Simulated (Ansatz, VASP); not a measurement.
## Se in VASP and in Ansatz

Contents of INCAR:

```
SYSTEM = Se
PREC = Accurate ; ENCUT = 520
EDIFF = 1E-7 ; ISMEAR = 0
SIGMA = 0.03 ; LREAL = .FALSE.
LASPH = .TRUE. ; NELM = 100
ALGO = Normal ; ISIF = 2
LWAVE = .FALSE. ; LCHARG = .FALSE.
GGA = PS ; IVDW = 12
NBANDS = 16
```

The input KPOINTS:

```
regular mesh
0
G
  12 12 8
  0 0 0
```

The input POSCAR:

```
Se
1.0
    3.8854949922      0.0000000000      0.0000000000
   -1.9427474961      3.3649373695      0.0000000000
    0.0000000000      0.0000000000      5.1396971945
Se
3
Direct
    0.2825160233      0.0000000000      0.3333333333
    0.0000000000      0.2825160233      0.6666666667
    0.7174839767      0.7174839767      0.0000000000
```

Input for Ansatz:

```yaml
crystal:
  lattice:
    - [3.8854949922, 0.0, 0.0]
    - [-1.9427474961, 3.3649373695, 0.0]
    - [0.0, 0.0, 5.1396971945]
  atoms:
    - { symbol: Se, position: [0.2825160233, 0.0, 0.3333333333] }
    - { symbol: Se, position: [0.0, 0.2825160233, 0.6666666667] }
    - { symbol: Se, position: [0.7174839767, 0.7174839767, 0.0] }
basis:
  ecutwfc: 420
kpoints:
  mp_grid: { grid: [12, 12, 8] }
hamiltonian:
  xc: pbesol
  dispersion: d3bj
scf:
  occupations: { method: gaussian, width: 0.03 }
output:
  forces: true
  stress: true
  eigenvalues: true
```

Alike in both runs: task single point; functional PBEsol; dispersion D3(BJ); k mesh 12 × 12 × 8; occupations gaussian, width 0.03 eV; no spin polarisation.

|  | VASP | Ansatz |
| --- | --- | --- |
| version | VASP 6.6.1 | Ansatz 0.2.0 |
| potentials or method | VASP PAW PBE potentials, release 64 (Se), cutoff 520 eV | scalar-relativistic, plane waves, PAW |
| valence electrons in the cell | 18 | 48 |

VASP gave:

* gap on the k mesh at the Fermi level (eV): 0.13
* least direct gap on the mesh (eV): 0.20
* pressure (GPa): -2.7
* traceless stress, the component that is largest in VASP (GPa): 0.12
* rms of the force components (eV/Å): 0.270

Q: What did Ansatz give for the same quantities?

A: gap on the k mesh at the Fermi level (eV): 0.13; least direct gap on the mesh (eV): 0.21; pressure (GPa): -2.8; traceless stress, the component that is largest in VASP (GPa): 0.09; rms of the force components (eV/Å): 0.278.

VASP's potentials were made for PBE, not for PBEsol. Atom by atom the forces differ by 0.008 eV/Å (rms over components). VASP's potentials hold 18 valence electrons a cell and Ansatz's 48, so a difference there can come from the potentials and not from the codes.
